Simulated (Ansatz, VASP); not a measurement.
# Two plane-wave programs on AlN

```xyz
4
Lattice="3.1130 0.0000 0.0000 -1.5565 2.6959 0.0000 0.0000 0.0000 4.9810" Properties=species:S:1:pos:R:3 pbc="T T T"
Al    0.0000    1.7973    0.0000
Al    1.5565    0.8986    2.4905
N     0.0000    1.7973    1.8928
N     1.5565    0.8986    4.3833
```

Alike in both runs: task single point; functional PBE; k mesh 12 × 12 × 4; no spin polarisation.

```csv
,VASP,Ansatz
version,VASP 6.6.1,Ansatz 0.2.0
potentials or method,"VASP PAW PBE potentials, release 64 (Al, N)","plane waves, PAW"
plane-wave cutoff (eV),520,420
occupations,"gaussian, width 0.01 eV",fixed
valence electrons in the cell,16,16
```

```csv
,VASP,Ansatz,Ansatz less VASP
gap on the k mesh at the Fermi level (eV),4.22,4.21,-0.011
```
